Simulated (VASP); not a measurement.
Input of a VASP 6.6.1 run:

POSCAR

```
InAs
1.0
    0.0000000000      3.1156822825      3.1156822825
    3.1156822825      0.0000000000      3.1156822825
    3.1156822825      3.1156822825      0.0000000000
In As
1 1
Direct
    0.0000000000      0.0000000000      0.0000000000
    0.2500000000      0.2500000000      0.2500000000
```

The input INCAR.step1:

```
  PREC = Accurate
  ENCUT = 520
  ISMEAR = -1
  SIGMA = 0.02
  LREAL = F
  LASPH = T
  NELM = 80
  NBANDS = 16
  GGA = PE
  ALGO = Normal
  EDIFF = 1E-4
  LWAVE = T
  LCHARG = F
```

The input INCAR.step2:

```
  PREC = Accurate
  ENCUT = 520
  EDIFF = 1E-6
  ISMEAR = -1
  SIGMA = 0.02
  LREAL = F
  LASPH = T
  NELM = 80
  ALGO = Normal
  ISIF = 2
  LWAVE = F
  LCHARG = F
  METAGGA = R2SCAN
  LMIXTAU = T
  NBANDS = 16
  ISTART = 1
```

KPOINTS

```
Automatic mesh
0
Gamma
  8 8 8
```

Potentials or basis: VASP PAW PBE potentials, release 64 (In_d, As).

Command:

```console
$ cat potpaw_PBE.64/In_d/POTCAR potpaw_PBE.64/As/POTCAR > POTCAR
$ cp INCAR.step1 INCAR
$ mpirun -np 1 vasp_std > vasp.out
$ cp INCAR.step2 INCAR
$ mpirun -np 1 vasp_std > vasp.out
```

Estimate the pressure.

-3.0 GPa.

Estimate the band gap on the k mesh.

zero (filled and empty bands touch).

Caveat: the cell differs from its parent crystal (strain +2.0%); semilocal functionals underestimate gaps, and a narrow one can read as zero; the PAW data sets were made with another functional, which shifts forces and pressure a little; spin-orbit coupling is left out, which moves the levels of the heavy elements.
